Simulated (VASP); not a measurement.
# Au (Cmcm) in VASP: further runs, part 2 of 2

VASP 6.6.1. The steps go on from the part before.

## 4. Single point, PBEsol (strain -0.0250 x Voigt [1, 1, 0, 0, 0, 0])

Input file INCAR:

```
SYSTEM = Au
PREC     = Accurate       ! precision mode
ENCUT    = 520            ! plane-wave cutoff, eV
EDIFF    = 1E-7           ! SCF threshold, eV
ISMEAR   = 0              ! smearing method
SIGMA    = 0.15           ! smearing width, eV
LREAL    = .False.        ! projectors in reciprocal space
LASPH    = .True.         ! aspherical terms in the spheres
NELM     = 60             ! most SCF steps
ALGO     = Fast           ! electronic algorithm
ISIF     = 2              ! what is computed and relaxed
LWAVE    = .False.        ! write WAVECAR
LCHARG   = .False.        ! write CHGCAR
GGA      = PS             ! functional
NBANDS   = 18             ! bands
```

Input file KPOINTS:

```
regular mesh
0
Gamma
  24 24 12
  0 0 0
```

Input file POSCAR:

```
Au
1.0
    1.3747646553     -2.4540780214      0.0000000000
    1.3747646553      2.4540780214      0.0000000000
    0.0000000000      0.0000000000      4.8006775662
Au
2
Direct
    0.6638639510      0.3361360490      0.2500000000
    0.3361360490      0.6638639510      0.7500000000
```

Potentials or basis: VASP PAW PBE potentials, release 64 (Au).

Command:

```
> cat potpaw_PBE.64/Au/POTCAR > POTCAR
> mpirun -np 1 vasp_std > vasp.out
```

OUTCAR:

```text
SYSTEM = Au
   PREC = Accurate
   ENCUT = 520
   EDIFF = 1E-7
   ISMEAR = 0
   LREAL = .False.
   LASPH = .True.
   NELM = 60
   ISIF = 2
   GGA = PS

 ion  position               nearest neighbor table
   1  0.664  0.336  0.250-   2 2.89   2 2.89   2 2.89   2 2.89   2 2.89   2 2.89
   2  0.336  0.664  0.750-   1 2.89   1 2.89   1 2.89   1 2.89   1 2.89   1 2.89

  LATTYP: Found a base centered orthorhombic cell.
 ALAT       =     2.7495293106
 B/A-ratio  =     1.7850895511
 C/A-ratio  =     1.7459997781

  Lattice vectors:

 A1 = (   1.3747646553,  -2.4540780214,   0.0000000000)
 A2 = (   1.3747646553,   2.4540780214,   0.0000000000)
 A3 = (   0.0000000000,   0.0000000000,   4.8006775662)

Analysis of symmetry for initial positions (statically):
=====================================================================
 Subroutine PRICEL returns:
 Original cell was already a primitive cell.

 Routine SETGRP: Setting up the symmetry group for a
 base centered orthorhombic supercell.

 Subroutine GETGRP returns: Found  8 space group operations
 (whereof  4 operations were pure point group operations)
 out of a pool of  8 trial point group operations.

The static configuration has the point symmetry C_2h.
 The point group associated with its full space group is D_2h.

Analysis of symmetry for dynamics (positions and initial velocities):
=====================================================================
 Subroutine PRICEL returns:
 Original cell was already a primitive cell.

 Routine SETGRP: Setting up the symmetry group for a
 base centered orthorhombic supercell.

 Subroutine GETGRP returns: Found  8 space group operations
 (whereof  4 operations were pure point group operations)
 out of a pool of  8 trial point group operations.

The dynamic configuration has the point symmetry C_2h.
 The point group associated with its full space group is D_2h.

 Subroutine INISYM returns: Found  8 space group operations
 (whereof  4 operations are pure point group operations),
 and found     1 'primitive' translations

----------------------------------------------------------------------------------------
[... 116 lines left out ...]
  Thomas-Fermi vector in A             =   2.557920
   LORBIT       =      0    0 simple, 1 ext, 2 COOP (PROOUT), +10 PAW based schemes
   GGA     = PS    functional components
   LHFCALC =     F    Hartree Fock is set to
   AEXX    =    0.0000 exact exchange contribution
   IVDW    =     0    specifies the selected vdW correction
   LEPSILON=     F    determine dielectric tensor
   LRPA    =     F    only Hartree local field effects (RPA)
 non-spin polarized calculation
 RMM-DIIS sequential band-by-band and
 Gauss-broadening in eV      SIGMA  =   0.15
  energy-cutoff  :      520.00
  volume of cell :       32.39
 maximum number of plane-waves:       892
 NGX is ok and might be reduce to    24
   NGX = 11   NGY = 11   NGZ = 17

 number of electron      22.0000005 magnetization

 Free energy of the ion-electron system (eV)
  ---------------------------------------------------
  ext. energy  EPLUGINS =         0.00000000
  ---------------------------------------------------
  free energy    TOTEN  =        -7.77565747 eV

  energy without entropy =       -7.76753086  energy(sigma->0) =       -7.77159417

 E-fermi :  10.1404     XC(G=0): -13.1859

 val. band max:       10.1397061159   @ k =   0.4583   0.0417   0.2500
 cond. band min:      10.1425262416   @ k =   0.5000   0.4167   0.0833
 fundamental gap:      0.0028201256
 Fermi energy:        10.1403510595

 k-point     1 :       0.0000    0.0000    0.0000
  band No.  band energies     occupation
      1      -0.3270      2.00000
      2       2.1524      2.00000
      3       4.8188      2.00000
      4       5.0448      2.00000
      5       5.4084      2.00000
      6       5.5149      2.00000
[... 481 lines left out ...]
      5       5.4871      2.00000
      6       5.7796      2.00000
[... 10 lines left out ...]
     17      22.1901      0.00000
     18      25.0052      0.00000

 [... further k-points ...]

------------------------ aborting loop because EDIFF is reached ----------------------------------------

  FORCE on cell =-STRESS in cart. coord.  units (eV):
  Direction    XX          YY          ZZ          XY          YZ          ZX
  --------------------------------------------------------------------------------------
  -------------------------------------------------------------------------------------
  Total        2.6993687      2.0379889      1.4337137      0.0000000      0.0000000      0.0000000
  in kB      133.5129915    100.8006071     70.9126563      0.0000000      0.0000000      0.0000000
  external PRESSURE =     101.7420850 kB  Pullay stress =       0.0000000 kB

 VOLUME and BASIS-vectors are now :
 -----------------------------------------------------------------------------
  energy-cutoff  :      520.00
  volume of cell :       32.39
      direct lattice vectors                 reciprocal lattice vectors
     1.374764655 -2.454078021  0.000000000     0.363698614 -0.203742504  0.000000000
     1.374764655  2.454078021  0.000000000     0.363698614  0.203742504  0.000000000
     0.000000000  0.000000000  4.800677566     0.000000000  0.000000000  0.208303929

 POSITION                                       TOTAL-FORCE (eV/Angst)
 -----------------------------------------------------------------------------------
      1.37476     -0.80427      1.20017         0.000000      0.006929      0.000000
      1.37476      0.80427      3.60051         0.000000     -0.006929      0.000000
 -----------------------------------------------------------------------------------
    total drift:                                0.000000      0.000000     -0.000000

  FREE ENERGIE OF THE ION-ELECTRON SYSTEM (eV)
  ---------------------------------------------------
  free  energy   TOTEN  =        -7.7756574697 eV

  energy  without entropy=       -7.7675308639  energy(sigma->0) =       -7.77159417
```

stdout:

```text
POSCAR found type information on POSCAR Au
 POSCAR found :  1 types and       2 ions
 scaLAPACK will be used
 -----------------------------------------------------------------------------
|                                                                             |
|                                                                             |
|     You enforced a specific xc type in the INCAR file but a different       |
|     I HOPE YOU KNOW WHAT YOU ARE DOING!                                     |
|                                                                             |
 -----------------------------------------------------------------------------

 LDA part: xc-table for (Slater+PW92), standard interpolation
 POSCAR, INCAR and KPOINTS ok, starting setup
 FFT: planning ... GRIDC
 FFT: planning ... GRID_SOFT
 FFT: planning ... GRID
 WAVECAR not read
 entering main loop
WARNING in EDDRMM: call to ZHEGV failed, returncode =   8  4     18
```

Wall time 3.8 min (1 thread of Intel Xeon 6975P-C (Granite Rapids), shared host); peak memory 0.59 GiB.

What came out:

| Quantity | Value |
| --- | --- |
| Free energy | -7.7757 eV |
| Pressure | 10.2 GPa |
| Largest force | 0.007 eV/Å |
| Band gap on the k mesh | zero (bands 11 and 12 overlap by 7.21 eV) |

Forces in eV/Å, atoms in the order of the input:
```
Au   0.000  0.007  0.000
Au   0.000 -0.007  0.000
```

Stress tensor (GPa, compression positive):
```
13.35  0.00  0.00
 0.00 10.08  0.00
 0.00  0.00  7.09
```

Caveat: the cell differs from its parent crystal (strain -0.0250 x Voigt [1, 1, 0, 0, 0, 0]); the stress differs along the axes, from 7 to 13 GPa; the PAW data sets were made with another functional, which shifts forces and pressure a little; spin-orbit coupling is left out, which moves the levels of the heavy elements.

## 5. Single point, PBEsol (strain +0.0250 x Voigt [1, 1, 0, 0, 0, 0])

Input file INCAR:

```
SYSTEM = Au
ALGO     = Fast           ! electronic algorithm
EDIFF    = 1E-6           ! SCF threshold, eV
ENCUT    = 520            ! plane-wave cutoff, eV
GGA      = PS             ! functional
ISIF     = 2              ! what is computed and relaxed
ISMEAR   = 0              ! smearing method
LASPH    = .TRUE.         ! aspherical terms in the spheres
LCHARG   = .FALSE.        ! write CHGCAR
LREAL    = .FALSE.        ! projectors in reciprocal space
LWAVE    = .FALSE.        ! write WAVECAR
NBANDS   = 18             ! bands
NELM     = 80             ! most SCF steps
PREC     = Accurate       ! precision mode
SIGMA    = 0.15           ! smearing width, eV
```

Input file KPOINTS:

```
k-points
0
G
  24 24 12
  0 0 0
```

Input file POSCAR:

```
Au
1.0
    1.4452654069     -2.5799281764      0.0000000000
    1.4452654069      2.5799281764      0.0000000000
    0.0000000000      0.0000000000      4.8006775662
Au
2
Direct
    0.6638639510      0.3361360490      0.2500000000
    0.3361360490      0.6638639510      0.7500000000
```

Command:

```
> cat potpaw_PBE.64/Au/POTCAR > POTCAR
> mpirun -np 1 vasp_std > vasp.out
```

It took 3.6 min on 1 thread of Intel Xeon 6975P-C (Granite Rapids), shared host; peak memory 0.63 GiB.

Results (log left out):

| Quantity | Value |
| --- | --- |
| Free energy | -7.7868 eV |
| Pressure | -7.6 GPa |
| Largest force | 0.004 eV/Å |
| Band gap on the k mesh | zero (bands 11 and 12 overlap by 6.42 eV) |

Forces on the atoms (eV/Å):
```
Au   0.000  0.004  0.000
Au   0.000 -0.004  0.000
```

Stress tensor (GPa, compression positive):
```
-7.79  0.00  0.00
 0.00 -8.52  0.00
 0.00  0.00 -6.38
```

Levels at points of the mesh, in eV from the Fermi level:
| k point | band 7 | band 8 | band 9 | band 10 | band 11 | band 12 | band 13 | band 14 | band 15 | band 16 |
| --- | --- | --- | --- | --- | --- | --- | --- | --- | --- | --- |
| (0.00, 0.00, 0.00) | -3.81 | -3.56 | -3.39 | -2.10 | -2.07 | -0.77 | 2.78 | 14.37 | 16.12 | 16.71 |
| (0.50, 0.00, 0.00) | -3.48 | -1.87 | -1.83 | -1.69 | 0.35 | 1.46 | 5.85 | 7.26 | 7.27 | 9.62 |
| (0.50, 0.50, 0.00) | -3.65 | -1.94 | -1.79 | -1.72 | 0.21 | 1.12 | 5.67 | 6.91 | 7.20 | 10.40 |
| (0.00, 0.00, 0.50) | -4.19 | -4.19 | -2.58 | -2.58 | -2.46 | -2.46 | 10.87 | 10.87 | 14.70 | 14.70 |
| (0.50, 0.00, 0.50) | -2.31 | -2.31 | -1.75 | -1.75 | 0.62 | 0.62 | 3.77 | 3.77 | 12.90 | 12.90 |
| (0.50, 0.50, 0.50) | -2.24 | -2.24 | -1.81 | -1.81 | 0.31 | 0.31 | 3.46 | 3.46 | 13.13 | 13.13 |

Caveat: the cell differs from its parent crystal (strain +0.0250 x Voigt [1, 1, 0, 0, 0, 0]); the cell stands under tension; the PAW data sets were made with another functional, which shifts forces and pressure a little; spin-orbit coupling is left out, which moves the levels of the heavy elements.

## 6. Overview

| cell | further INCAR settings | gap on the mesh (eV) | pressure (GPa) |
| --- | --- | --- | --- |
| a = 3.029, b = 3.029, c = 4.801 Å, angles 90.0, 90.0, 121.5°, 2 atoms | ALGO = Fast; EDIFF = 1e-07; NBANDS = 18 | none | -12.7 |
| a = 3.101, b = 3.101, c = 4.801 Å, angles 90.0, 90.0, 121.5°, 2 atoms | ALGO = Fast; EDIFF = 1e-06; NBANDS = 18 | none | -16.1 |
| a = 2.813, b = 2.813, c = 4.801 Å, angles 90.0, 90.0, 121.5°, 2 atoms | ALGO = Fast; EDIFF = 1e-07; NBANDS = 18 | none | 10.2 |
| a = 2.957, b = 2.957, c = 4.801 Å, angles 90.0, 90.0, 121.5°, 2 atoms | ALGO = Fast; EDIFF = 1e-06; NBANDS = 18 | none | -7.6 |

Alike in all rows: task single point; level PBEsol; potentials or basis VASP PAW PBE potentials, release 64 (Au); no spin polarisation; k mesh 24 × 24 × 12; cutoff (eV) 520; smearing gaussian 0.15 eV.

Caveats: the PAW data sets were made with another functional, which shifts forces and pressure a little; spin-orbit coupling is left out, which moves the levels of the heavy elements; the cell stands under tension (at least some runs); the stress differs along the axes, from 7 to 13 GPa (at least some runs).

Absolute energies hang on the potentials; compare differences alone.
